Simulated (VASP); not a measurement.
# SiO2 (Stishovite) (P4_2/mnm) in VASP: a series of runs

The runs below take SiO2 (Stishovite) through single point, with PBE.

All numbers are computed with VASP 6.6.1; they aren't measurements. Logs are shortened: lines on timing, memory, paths and dates and some standing lists are left out, and cuts for length are marked.

**1. The cell of the first run**

It takes space group P4_2/mnm (No. 136, tetragonal). Conventional cell: a = 4.167 Å, b = 4.167 Å, c = 2.664 Å, α = 90.00°, β = 90.00°, γ = 90.00°. Within 2.3 Å of Si (site symmetry mmm) lie 6 O at 1.76 to 1.80 Å. O (site symmetry m2m) has 3 Si at 1.76 to 1.80 Å and 1 O at 2.30 Å within 2.3 Å.

**2. Single point, PBE**

The input, INCAR:

```
SYSTEM = SiO2
PREC = Accurate
ENCUT = 520
EDIFF = 1E-6
ISMEAR = -1
SIGMA = 0.02
LREAL = .FALSE.
LASPH = .TRUE.
NELM = 80
ALGO = Normal
ISIF = 2
LWAVE = .FALSE.
LCHARG = .FALSE.
GGA = PE
NBANDS = 25
```

The input, KPOINTS:

```
Automatic mesh
0
G
  7 7 11
  0 0 0
```

The input, POSCAR:

```
SiO2
1.0
    4.1667000000      0.0000000000      0.0000000000
    0.0000000000      4.1667000000      0.0000000000
    0.0000000000      0.0000000000      2.6645000000
Si O
2 4
Direct
    0.0000000000      0.0000000000      0.0000000000
    0.5000000000      0.5000000000      0.5000000000
    0.3052552527      0.3052552527      0.0000000000
    0.1947447473      0.8052552527      0.5000000000
    0.6947447473      0.6947447473      0.0000000000
    0.8052552527      0.1947447473      0.5000000000
```

Potentials or basis: VASP PAW PBE potentials, release 64 (Si, O).

On the command line:

```
cat potpaw_PBE.64/Si/POTCAR potpaw_PBE.64/O/POTCAR > POTCAR
mpirun -np 1 vasp_std > vasp.out
```

OUTCAR:

```text
SYSTEM = SiO2
   PREC = Accurate
   ENCUT = 520
   EDIFF = 1E-6
   ISMEAR = -1
   LREAL = .FALSE.
   LASPH = .TRUE.
   NELM = 80
   ISIF = 2
   GGA = PE

 ion  position               nearest neighbor table
   1  0.000  0.000  0.000-   4 1.76   6 1.76   4 1.76   6 1.76   5 1.80   3 1.80
   2  0.500  0.500  0.500-   3 1.76   5 1.76   3 1.76   5 1.76   4 1.80   6 1.80
   3  0.305  0.305  0.000-   2 1.76   2 1.76   1 1.80
   4  0.195  0.805  0.500-   1 1.76   1 1.76   2 1.80
   5  0.695  0.695  0.000-   2 1.76   2 1.76   1 1.80
   6  0.805  0.195  0.500-   1 1.76   1 1.76   2 1.80

  LATTYP: Found a simple tetragonal cell.
 ALAT       =     4.1667000000
 C/A-ratio  =     0.6394748842

  Lattice vectors:

 A1 = (   4.1667000000,   0.0000000000,   0.0000000000)
 A2 = (   0.0000000000,   4.1667000000,   0.0000000000)
 A3 = (   0.0000000000,   0.0000000000,   2.6645000000)

Analysis of symmetry for initial positions (statically):
=====================================================================
 Subroutine PRICEL returns:
 Original cell was already a primitive cell.

 Routine SETGRP: Setting up the symmetry group for a
 simple tetragonal supercell.

 Subroutine GETGRP returns: Found 16 space group operations
 (whereof  8 operations were pure point group operations)
 out of a pool of 16 trial point group operations.

The static configuration has the point symmetry D_2h.
 The point group associated with its full space group is D_4h.

Analysis of symmetry for dynamics (positions and initial velocities):
=====================================================================
 Subroutine PRICEL returns:
 Original cell was already a primitive cell.

 Routine SETGRP: Setting up the symmetry group for a
 simple tetragonal supercell.

 Subroutine GETGRP returns: Found 16 space group operations
 (whereof  8 operations were pure point group operations)
 out of a pool of 16 trial point group operations.

The dynamic configuration has the point symmetry D_2h.
 The point group associated with its full space group is D_4h.

 Subroutine INISYM returns: Found 16 space group operations
 (whereof  8 operations are pure point group operations),
 and found     1 'primitive' translations

----------------------------------------------------------------------------------------

                                     Primitive cell

  volume of cell :      46.2594

  direct lattice vectors                    reciprocal lattice vectors
     4.166700000  0.000000000  0.000000000     0.239998080  0.000000000  0.000000000
     0.000000000  4.166700000  0.000000000     0.000000000  0.239998080  0.000000000
     0.000000000  0.000000000  2.664500000     0.000000000  0.000000000  0.375304935

  length of vectors
     4.166700000  4.166700000  2.664500000     0.239998080  0.239998080  0.375304935

  position of ions in fractional coordinates (direct lattice)
     0.000000000  0.000000000  0.000000000
     0.500000000  0.500000000  0.500000000
     0.305255253  0.305255253  0.000000000
     0.194744747  0.805255253  0.500000000
     0.694744747  0.694744747  0.000000000
     0.805255253  0.194744747  0.500000000

  ion indices of the primitive-cell ions
   primitive index   ion index
                 1           1
                 2           2
                 3           3
                 4           4
                 5           5
                 6           6

----------------------------------------------------------------------------------------

 KPOINTS: Automatic mesh

Automatic generation of k-mesh.
 Grid dimensions read from file:
 generate k-points for:    7    7   11

 Generating k-lattice:

  Cartesian coordinates                     Fractional coordinates (reciprocal lattice)
     0.034285440  0.000000000  0.000000000     0.142857143  0.000000000  0.000000000
     0.000000000  0.034285440  0.000000000     0.000000000  0.142857143  0.000000000
     0.000000000  0.000000000  0.034118630     0.000000000  0.000000000  0.090909091

  Length of vectors
     0.034285440  0.034285440  0.034118630

  Shift w.r.t. Gamma in fractional coordinates (k-lattice)
     0.000000000  0.000000000  0.000000000

 Subroutine IBZKPT returns following result:
 ===========================================

 Found     60 irreducible k-points:

 Following reciprocal coordinates:
            Coordinates               Weight
  0.000000  0.000000  0.000000      1.000000
  0.142857  0.000000  0.000000      4.000000
  0.285714  0.000000  0.000000      4.000000
  0.428571  0.000000  0.000000      4.000000
  0.142857  0.142857  0.000000      4.000000
  0.285714  0.142857  0.000000      8.000000
[... 16 lines left out ...]
  0.285714  0.000000  0.181818      8.000000
  0.428571  0.000000  0.181818      8.000000
 [... further k-points ...]
   k-points           NKPTS =     60   k-points in BZ     NKDIM =     60   number of bands    NBANDS=     25
   number of dos      NEDOS =    301   number of ions     NIONS =      6
   total plane-waves  NPLWV =  20480
   dimension x,y,z NGX =    32 NGY =   32 NGZ =   20
   dimension x,y,z NGXF=    64 NGYF=   64 NGZF=   40
   ions per type =               2   4
   NGX,Y,Z   is equivalent  to a cutoff of  12.77, 12.77, 12.48 a.u.
   NGXF,Y,Z  is equivalent  to a cutoff of  25.54, 25.54, 24.96 a.u.
 SYSTEM =  SiO2
   PREC   = accura    normal or accurate (medium, high low for compatibility)
   ISTART =      0    job   : 0-new  1-cont  2-samecut
   ICHARG =      2    charge: 1-file 2-atom 10-const
   ISPIN  =      1    spin polarized calculation?
   LNONCOLLINEAR =      F non collinear calculations
   LSORBIT =      F    spin-orbit coupling
   LASPH  =      T    aspherical Exc in radial PAW
   ENCUT  =  520.0 eV  38.22 Ry    6.18 a.u.   7.75  7.75  4.95*2*pi/ulx,y,z
   NELM   =     80;   NELMIN=  2; NELMDL= -5     # of ELM steps
   EDIFF  = 0.1E-05   stopping-criterion for ELM
   LREAL  =      F    real-space projection
   EDIFFG = 0.1E-04   stopping-criterion for IOM
   NSW    =      0    number of steps for IOM
   IBRION =     -1    ionic relax: 0-MD 1-quasi-New 2-CG
   NFREE  =      0    steps in history (QN), initial steepest desc. (CG)
   ISIF   =      2    stress and relaxation
   ISYM   =      2    0-nonsym 1-usesym 2-fastsym
   POTIM  = 0.5000    time-step for ionic-motion
   TEBEG  =    0.0;   TEEND  =   0.0 temperature during run
   PSTRESS=    0.0 pullay stress
   NELECT =      32.0000    total number of electrons
   NUPDOWN=      -1.0000    fix difference up-down
   EMIN   =  10.00;   EMAX   =-10.00  energy-range for DOS
   EFERMI =   0.00;   METHOD = LEGACY
   ISMEAR =    -1;   SIGMA  =   0.02  broadening in eV -4-tet -1-fermi 0-gaus
   EFERMI_NEDOS =   21; number of points for ismear=-14 and -15
   IALGO  =     38    algorithm
   IMIX   =      4    mixing-type and parameters
     AMIX     =   0.40;   BMIX     =  1.00
     AMIX_MAG =   1.60;   BMIX_MAG =  1.00
  volume/ion in A,a.u.               =       7.71        52.03
  Fermi-wavevector in a.u.,A,eV,Ry     =   1.447854  2.736047 28.521636  2.096281
  Thomas-Fermi vector in A             =   2.565761
   LORBIT       =      0    0 simple, 1 ext, 2 COOP (PROOUT), +10 PAW based schemes
   GGA     = PE    functional components
   LHFCALC =     F    Hartree Fock is set to
   AEXX    =    0.0000 exact exchange contribution
   IVDW    =     0    specifies the selected vdW correction
   LEPSILON=     F    determine dielectric tensor
   LRPA    =     F    only Hartree local field effects (RPA)
 non-spin polarized calculation
  energy-cutoff  :      520.00
  volume of cell :       46.26
 maximum number of plane-waves:      1266
 NGX is ok and might be reduce to    32
   NGX = 15   NGY = 15   NGZ =  9

 number of electron      31.9999971 magnetization

 Free energy of the ion-electron system (eV)
  ---------------------------------------------------
  ext. energy  EPLUGINS =         0.00000000
  ---------------------------------------------------
  free energy    TOTEN  =       -46.23668173 eV

  energy without entropy =      -46.23668173  energy(sigma->0) =      -46.23668173

 E-fermi :   8.7883     XC(G=0): -12.3086

 val. band max:        8.3482182028   @ k =   0.0000   0.0000   0.0000
 cond. band min:      14.0350215576   @ k =   0.0000   0.0000   0.0000
 fundamental gap:      5.6868033548
 Fermi energy:         8.7882780884

 k-point     1 :       0.0000    0.0000    0.0000
  band No.  band energies     occupation
      1     -14.3050      2.00000
      2     -10.6477      2.00000
      3     -10.6477      2.00000
      4     -10.3612      2.00000
      5      -2.6332      2.00000
      6       1.8542      2.00000
[... 17 lines left out ...]
     24      22.7841      0.00000
     25      24.2407      0.00000

 k-point     2 :       0.1429    0.0000    0.0000
  band No.  band energies     occupation
      1     -14.1968      2.00000
      2     -11.1782      2.00000
      3     -10.5920      2.00000
      4     -10.0646      2.00000
      5      -2.4833      2.00000
      6       1.2702      2.00000
[... 17 lines left out ...]
     24      22.2974      0.00000
     25      24.1061      0.00000

 k-point     3 :       0.2857    0.0000    0.0000
  band No.  band energies     occupation
      1     -13.8781      2.00000
      2     -11.9403      2.00000
      3     -10.4374      2.00000
      4      -9.9333      2.00000
      5      -2.0646      2.00000
      6       0.3065      2.00000
[... 552 lines left out ...]
 k-point    23 :       0.2857    0.0000    0.1818
  band No.  band energies     occupation
      1     -13.4604      2.00000
      2     -11.6475      2.00000
      3     -10.2637      2.00000
      4      -9.9013      2.00000
      5      -1.7831      2.00000
      6       0.5802      2.00000
[... 17 lines left out ...]
     24      21.6361      0.00000
     25      22.9204      0.00000

 k-point    24 :       0.4286    0.0000    0.1818
  band No.  band energies     occupation
      1     -12.9765      2.00000
      2     -12.3512      2.00000
      3     -10.0988      2.00000
      4      -9.9517      2.00000
      5      -1.0904      2.00000
      6      -0.2937      2.00000
[... 17 lines left out ...]
     24      21.0992      0.00000
     25      22.7471      0.00000

 [... further k-points ...]

------------------------ aborting loop because EDIFF is reached ----------------------------------------

  FORCE on cell =-STRESS in cart. coord.  units (eV):
  Direction    XX          YY          ZZ          XY          YZ          ZX
  --------------------------------------------------------------------------------------
  -------------------------------------------------------------------------------------
  Total        3.5260269      3.5260269      4.0539265      0.0000000      0.0000000      0.0000000
  in kB      122.1225937    122.1225937    140.4061940      0.0000000      0.0000000      0.0000000
  external PRESSURE =     128.2171272 kB  Pullay stress =       0.0000000 kB

 VOLUME and BASIS-vectors are now :
 -----------------------------------------------------------------------------
  energy-cutoff  :      520.00
  volume of cell :       46.26
      direct lattice vectors                 reciprocal lattice vectors
     4.166700000  0.000000000  0.000000000     0.239998080  0.000000000  0.000000000
     0.000000000  4.166700000  0.000000000     0.000000000  0.239998080  0.000000000
     0.000000000  0.000000000  2.664500000     0.000000000  0.000000000  0.375304935

 POSITION                                       TOTAL-FORCE (eV/Angst)
 -----------------------------------------------------------------------------------
      0.00000      0.00000      0.00000        -0.000000      0.000000      0.000000
      2.08335      2.08335      1.33225        -0.000000      0.000000      0.000000
      1.27191      1.27191      0.00000        -0.012648     -0.012648     -0.000000
      0.81144      3.35526      1.33225         0.012648     -0.012648     -0.000000
      2.89479      2.89479      0.00000         0.012648      0.012648      0.000000
      3.35526      0.81144      1.33225        -0.012648      0.012648      0.000000
 -----------------------------------------------------------------------------------
    total drift:                                0.000000      0.000000     -0.000000

  FREE ENERGIE OF THE ION-ELECTRON SYSTEM (eV)
  ---------------------------------------------------
  free  energy   TOTEN  =       -46.2366817286 eV

  energy  without entropy=      -46.2366817286  energy(sigma->0) =      -46.23668173
```

Wall time 46 s (1 thread of AMD EPYC 7R43 (Zen 3), shared host); peak memory 0.14 GiB.

Results:

```
Free energy            : -46.2367 eV
Pressure               : 12.8 GPa
Largest force          : 0.018 eV/Å
Band gap on the k mesh : 5.69 eV, direct
```

Forces on the atoms (eV/Å):
```
Si   0.000  0.000  0.000
Si   0.000  0.000  0.000
O   -0.013 -0.013  0.000
O    0.013 -0.013  0.000
O    0.013  0.013  0.000
O   -0.013  0.013  0.000
```

**3. Single point, PBE (z stretched by +1 %, then relaxed in part)**

The input, INCAR:

```
PREC = Accurate ; ENCUT = 520
EDIFF = 1E-7 ; ISMEAR = -1
SIGMA = 0.02 ; LREAL = False
LASPH = True ; NELM = 100
ALGO = Normal ; ISIF = 2
LWAVE = False ; LCHARG = False
GGA = PE ; NBANDS = 25
```

The input, KPOINTS:

```
regular mesh
0
Gamma
  7 7 11
```

POSCAR, as its differences from that of step 2:

```diff
@@ -4,3 +4,3 @@
     0.0000000000      4.1667000000      0.0000000000
-    0.0000000000      0.0000000000      2.6645000000
+    0.0000000000      0.0000000000      2.6911450000
 Si O
```

Potentials or basis: VASP PAW PBE potentials, release 64 (Si, O).

On the command line:

```
cat potpaw_PBE.64/Si/POTCAR potpaw_PBE.64/O/POTCAR > POTCAR
mpirun -np 1 vasp_std > vasp.out
```

It took 51 s on 1 thread of AMD EPYC 7R43 (Zen 3), shared host; peak memory 0.14 GiB.

It converged, with:

| Item | Value |
| --- | --- |
| Free energy | -46.2673 eV |
| Pressure | 8.9 GPa |
| Largest force | 0.006 eV/Å |
| Band gap on the k mesh | 5.47 eV, direct |

Forces in eV/Å, atoms in the order of the input:
```
Si   0.000  0.000  0.000
Si   0.000  0.000  0.000
O   -0.004 -0.004  0.000
O    0.004 -0.004  0.000
O    0.004  0.004  0.000
O   -0.004  0.004  0.000
```

Stress tensor (GPa, compression positive):
```
10.11  0.00  0.00
 0.00 10.11  0.00
 0.00  0.00  6.58
```

Levels at points of the mesh, in eV from the valence-band top:
```
           k point  band 12  band 13  band 14  band 15  band 16  band 17  band 18  band 19  band 20  band 21
(0.00, 0.00, 0.00)    -3.18    -2.53    -0.88    -0.88     0.00     5.47     6.53     8.29     8.29    11.09
```

Caveat: the cell differs from its parent crystal (z stretched by +1 %, then relaxed in part). A k mesh can miss the band edges.
